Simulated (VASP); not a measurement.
A run of VASP 6.6.1:

Contents of INCAR:

```
SYSTEM = ZrB2
PREC = Accurate ; ENCUT = 520
EDIFF = 1E-6 ; ISMEAR = 0
SIGMA = 0.1 ; LREAL = .False.
LASPH = .True. ; NELM = 60
ALGO = Normal ; ISIF = 2
LWAVE = .False. ; LCHARG = .False.
GGA = PE ; NBANDS = 27
```

Contents of KPOINTS:

```
regular mesh
0
Gamma
  6 6 6
  0 0 0
```

File POSCAR:

```
ZrB2
1.0
   -2.2231234711      2.2231234711      3.7453512508
    2.2231234711     -2.2231234711      3.7453512508
    2.2231234711      2.2231234711     -3.7453512508
Zr B
2 4
Direct
    0.2500000000      0.2500000000      0.0000000000
    0.7500000000      0.7500000000      0.0000000000
    0.7499651302      0.2499651302      0.9999302604
    0.2499651302      0.2500348698      0.5000000000
    0.2500348698      0.7500348698      0.0000697396
    0.7500348698      0.7499651302      0.5000000000
```

Potentials or basis: VASP PAW PBE potentials, release 64 (Zr_sv, B).

The run is started by

```sh
$ cat potpaw_PBE.64/Zr_sv/POTCAR potpaw_PBE.64/B/POTCAR > POTCAR
$ mpirun -np 1 vasp_std > vasp.out
```

Hardware: 1 thread of Intel Xeon 8259CL, on a shared host.

Estimate the wall time of this run.

Run time: 99 s on 1 thread of Intel Xeon 8259CL, on a shared host, peak memory 0.22 GiB. Counts: scf iterations 13, k points 30.
